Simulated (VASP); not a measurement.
# Al3SiPd2 (P4/mmm) in VASP: a series of runs, part 2 of 2

VASP 6.6.1. The steps go on from the part before.

## 3. Single point, PBE

This run uses another cell than the first one, of 20.69 Å³/atom.

Contents of INCAR:

```
SYSTEM = Al3SiPd2
PREC = Accurate
ENCUT = 520
EDIFF = 1E-6
ISMEAR = 0
SIGMA = 0.1
LREAL = .False.
LASPH = .True.
NELM = 100
ALGO = Normal
ISIF = 2
LWAVE = .False.
LCHARG = .True.
GGA = PE
LELF = .True.
LVHAR = .True.
NBANDS = 26
```

Contents of KPOINTS:

```
Automatic mesh
0
Gamma
  4 4 4
  0 0 0
```

Contents of POSCAR:

```
Al3SiPd2
1.0
    4.8719678817      0.0000000000      0.0000000000
    0.0000000000      4.8719678817      0.0000000000
    0.0000000000      0.0000000000      5.2307322626
Al Si Pd
3 1 2
Direct
    0.0000000000      0.5000000000      0.5000000000
    0.5000000000      0.0000000000      0.5000000000
    0.0000000000      0.0000000000      0.0000000000
    0.0000000000      0.0000000000      0.5000000000
    0.5000000000      0.5000000000      0.5000000000
    0.5000000000      0.5000000000      0.0000000000
```

Potentials or basis: VASP PAW PBE potentials, release 64 (Al, Si, Pd).

Started as:

```bash
$ cat potpaw_PBE.64/Al/POTCAR potpaw_PBE.64/Si/POTCAR potpaw_PBE.64/Pd/POTCAR > POTCAR
$ mpirun -np 1 vasp_std > vasp.out
```

It took 68 s on 1 thread of AMD EPYC 7R43 (Zen 3), shared host; peak memory 0.2 GiB.

It converged, with:

```
Free energy            : -24.6207 eV
Pressure               : 0.2 GPa
Band gap on the k mesh : zero (an odd number of electrons rules out a gap without spin polarisation)
```

Levels at points of the mesh, in eV from the Fermi level:
```tsv
k point	band 13	band 14	band 15	band 16	band 17	band 18	band 19	band 20
(0.00, 0.00, 0.00)	-1.40	-0.79	-0.79	-0.02	0.07	2.03	2.11	2.11
(0.50, 0.00, 0.00)	-1.29	-1.15	-0.79	-0.79	-0.49	-0.27	0.02	2.60
(0.50, 0.50, 0.00)	-0.81	-0.81	-0.72	-0.51	0.93	0.93	1.86	1.86
(0.00, 0.00, 0.50)	-1.53	-1.53	-1.45	-0.09	-0.08	1.04	1.04	2.47
(0.50, 0.00, 0.50)	-1.75	-1.52	-1.25	-0.96	0.52	0.58	2.03	2.04
(0.50, 0.50, 0.50)	-1.47	-1.29	-1.21	-0.80	-0.80	-0.51	3.37	3.45
```

## 4. Relaxation of cell and atoms, PBE

Contents of INCAR:

```
SYSTEM = Al3SiPd2
PREC = Accurate ; ENCUT = 600
EDIFF = 1E-7 ; ISMEAR = 0
SIGMA = 0.1 ; LREAL = .False.
LASPH = .True. ; NELM = 80
ALGO = Fast ; ISIF = 3
LWAVE = .False. ; LCHARG = .False.
GGA = PE ; IBRION = 2
NSW = 90 ; EDIFFG = -0.04
```

KPOINTS is that of step 3.

POSCAR, as its differences from that of step 3:

```diff
@@ -2,5 +2,5 @@
 1.0
-    4.8719678817      0.0000000000      0.0000000000
-    0.0000000000      4.8719678817      0.0000000000
-    0.0000000000      0.0000000000      5.2307322626
+    4.4766117000      0.0000000000      0.0000000000
+    0.0000000000      4.4766117000      0.0000000000
+    0.0000000000      0.0000000000      4.4352400800
 Al Si Pd
```

Started as:

```bash
$ cat potpaw_PBE.64/Al/POTCAR potpaw_PBE.64/Si/POTCAR potpaw_PBE.64/Pd/POTCAR > POTCAR
$ mpirun -np 1 vasp_std > vasp.out
```

Wall time 18 min (1 thread of AMD EPYC 7R43 (Zen 3), shared host); peak memory 0.2 GiB.

The run converged. Its results:

- Free energy: -24.6134 eV
- Relaxed volume: 20.71 Å³/atom
- Relaxed cell: a = 4.877 Å, b = 4.877 Å, c = 5.225 Å, α = 90.00°, β = 90.00°, γ = 90.00°
- Space group after relaxing (to 0.1 Å): P4/mmm (No. 123)
- Pressure after relaxing: 0.1 GPa
- Band gap on the k mesh: zero (an odd number of electrons rules out a gap without spin polarisation)

Stress tensor (GPa, compression positive):
```
0.03 0.00 0.00
0.00 0.03 0.00
0.00 0.00 0.30
```

Final structure:
```
CELL_PARAMETERS angstrom
4.87664 0.00000 0.00000
0.00000 4.87664 0.00000
0.00000 0.00000 5.22516
ATOMIC_POSITIONS crystal
Al 0.00000 0.50000 0.50000
Al 0.50000 0.00000 0.50000
Al 0.00000 0.00000 0.00000
Si 0.00000 0.00000 0.50000
Pd 0.50000 0.50000 0.50000
Pd 0.50000 0.50000 0.00000
```

Levels at points of the mesh, in eV from the Fermi level:
```
           k point  band 14  band 15  band 16  band 17  band 18  band 19
(0.00, 0.00, 0.00)    -0.78    -0.78    -0.02     0.08     2.02     2.11
(0.50, 0.00, 0.00)    -1.15    -0.78    -0.78    -0.48    -0.26     0.02
(0.50, 0.50, 0.00)    -0.80    -0.72    -0.51     0.94     0.94     1.86
(0.00, 0.00, 0.50)    -1.53    -1.45    -0.10    -0.09     1.04     1.04
(0.50, 0.00, 0.50)    -1.52    -1.25    -0.96     0.52     0.58     2.03
(0.50, 0.50, 0.50)    -1.29    -1.20    -0.80    -0.80    -0.51     3.38
```

Caveat: the volume moved by over 15 % at a fixed basis, so the end points are rough.

## 5. Single point, PBE

This run uses another cell than the first one, of 20.89 Å³/atom.

Contents of INCAR:

```
  PREC = Accurate
  ENCUT = 520
  EDIFF = 1E-6
  ISMEAR = 0
  SIGMA = 0.1
  LREAL = False
  LASPH = True
  NELM = 80
  ALGO = Fast
  ISIF = 2
  LWAVE = False
  LCHARG = False
  GGA = PE
  NBANDS = 26
```

Contents of KPOINTS:

```
Automatic mesh
0
Gamma
  8 8 8
```

POSCAR, as its differences from that of step 4:

```diff
@@ -2,5 +2,5 @@
 1.0
-    4.4766117000      0.0000000000      0.0000000000
-    0.0000000000      4.4766117000      0.0000000000
-    0.0000000000      0.0000000000      4.4352400800
+    4.9231388071      0.0000000000      0.0000000000
+    0.0000000000      4.9231388071      0.0000000000
+    0.0000000000      0.0000000000      5.1707983109
 Al Si Pd
```

Potentials or basis: VASP PAW PBE potentials, release 64 (Al, Si, Pd).

Started as:

```bash
$ cat potpaw_PBE.64/Al/POTCAR potpaw_PBE.64/Si/POTCAR potpaw_PBE.64/Pd/POTCAR > POTCAR
$ mpirun -np 1 vasp_std > vasp.out
```

OUTCAR:

```text
PREC = Accurate
   ENCUT = 520
   EDIFF = 1E-6
   ISMEAR = 0
   LREAL = False
   LASPH = True
   NELM = 80
   ISIF = 2
   GGA = PE

 ion  position               nearest neighbor table
   1  0.000  0.500  0.500-   4 2.46   5 2.46   4 2.46   5 2.46
   2  0.500  0.000  0.500-   4 2.46   5 2.46   5 2.46   4 2.46
   3  0.000  0.000  0.000-   4 2.59   4 2.59
   4  0.000  0.000  0.500-   1 2.46   2 2.46   1 2.46   2 2.46   3 2.59   3 2.59
   5  0.500  0.500  0.500-   1 2.46   2 2.46   2 2.46   1 2.46   6 2.59   6 2.59
   6  0.500  0.500  0.000-   5 2.59   5 2.59

  LATTYP: Found a simple tetragonal cell.
 ALAT       =     4.9231388071
 C/A-ratio  =     1.0503052044

  Lattice vectors:

 A1 = (   4.9231388071,   0.0000000000,   0.0000000000)
 A2 = (   0.0000000000,   4.9231388071,   0.0000000000)
 A3 = (   0.0000000000,   0.0000000000,   5.1707983109)

Analysis of symmetry for initial positions (statically):
=====================================================================
 Subroutine PRICEL returns:
 Original cell was already a primitive cell.

[... 182 lines left out ...]
 cond. band min:       5.6294096476   @ k =   0.0000   0.0000   0.0000
 fundamental gap:      0.0090871425
 Fermi energy:         5.6212859596

 k-point     1 :       0.0000    0.0000    0.0000
  band No.  band energies     occupation
      1      -4.6710      2.00000
      2       0.3513      2.00000
      3       1.2137      2.00000
      4       1.7239      2.00000
      5       1.7811      2.00000
      6       1.7811      2.00000
[... 685 lines left out ...]
     25      10.7035      0.00000
     26      10.8880      0.00000

 [... further k-points ...]

------------------------ aborting loop because EDIFF is reached ----------------------------------------

  FORCE on cell =-STRESS in cart. coord.  units (eV):
  Direction    XX          YY          ZZ          XY          YZ          ZX
  --------------------------------------------------------------------------------------
  -------------------------------------------------------------------------------------
  Total        0.0155953      0.0155953     -0.0836508      0.0000000      0.0000000     -0.0000000
  in kB        0.1993709      0.1993709     -1.0693973      0.0000000      0.0000000     -0.0000000
  external PRESSURE =      -0.2235519 kB  Pullay stress =       0.0000000 kB

 VOLUME and BASIS-vectors are now :
 -----------------------------------------------------------------------------
  energy-cutoff  :      520.00
  volume of cell :      125.33
      direct lattice vectors                 reciprocal lattice vectors
     4.923138807  0.000000000  0.000000000     0.203122447  0.000000000  0.000000000
     0.000000000  4.923138807  0.000000000     0.000000000  0.203122447  0.000000000
     0.000000000  0.000000000  5.170798311     0.000000000  0.000000000  0.193393735

 POSITION                                       TOTAL-FORCE (eV/Angst)
 -----------------------------------------------------------------------------------
      0.00000      2.46157      2.58540         0.000000      0.000000      0.000000
      2.46157      0.00000      2.58540         0.000000      0.000000      0.000000
      0.00000      0.00000      0.00000         0.000000      0.000000      0.000000
      0.00000      0.00000      2.58540         0.000000      0.000000      0.000000
      2.46157      2.46157      2.58540         0.000000      0.000000      0.000000
      2.46157      2.46157      0.00000         0.000000      0.000000      0.000000
 -----------------------------------------------------------------------------------
    total drift:                               -0.000000     -0.000000     -0.000000

  FREE ENERGIE OF THE ION-ELECTRON SYSTEM (eV)
  ---------------------------------------------------
  free  energy   TOTEN  =       -24.7521359151 eV

  energy  without entropy=      -24.7321216732  energy(sigma->0) =      -24.74212879
```

stdout:

```text
POSCAR found type information on POSCAR AlSiPd
 POSCAR found :  3 types and       6 ions
 scaLAPACK will be used
 LDA part: xc-table for (Slater+PW92), standard interpolation
 POSCAR, INCAR and KPOINTS ok, starting setup
 FFT: planning ... GRIDC
 FFT: planning ... GRID_SOFT
 FFT: planning ... GRID
 WAVECAR not read
 entering main loop
```

It took 5.8 min on 1 thread of AMD EPYC 7R43 (Zen 3), shared host; peak memory 0.36 GiB.

Results:

```
Free energy            : -24.7521 eV
Pressure               : 0.0 GPa
Band gap on the k mesh : zero (an odd number of electrons rules out a gap without spin polarisation)
```

## 6. The runs side by side

| task | cell | k mesh | cutoff (eV) | gap on the mesh (eV) | pressure (GPa) |
| --- | --- | --- | --- | --- | --- |
| single point | a = 4.477, b = 4.477, c = 4.435 Å, 6 atoms | 4 × 4 × 4 | 520 | none | 50.3 |
| single point | a = 4.872, b = 4.872, c = 5.231 Å, 6 atoms | 4 × 4 × 4 | 520 | none | 0.2 |
| relaxation of cell and atoms | relaxed from a = 4.477, b = 4.477, c = 4.435 Å, 6 atoms | 4 × 4 × 4 | 600 | none | 0.1 |
| single point | a = 4.923, b = 4.923, c = 5.171 Å, 6 atoms | 8 × 8 × 8 | 520 | none | 0.0 |

Alike in all rows: level PBE; potentials or basis VASP PAW PBE potentials, release 64 (Al, Si, Pd); no spin polarisation; smearing gaussian 0.1 eV.

Caveats: the cell stands under pressure (at least some runs); the volume moved by over 15 % at a fixed basis, so the end points are rough (at least some runs).

Total energies depend on the potentials used, so only differences within one code and one set of settings carry meaning.
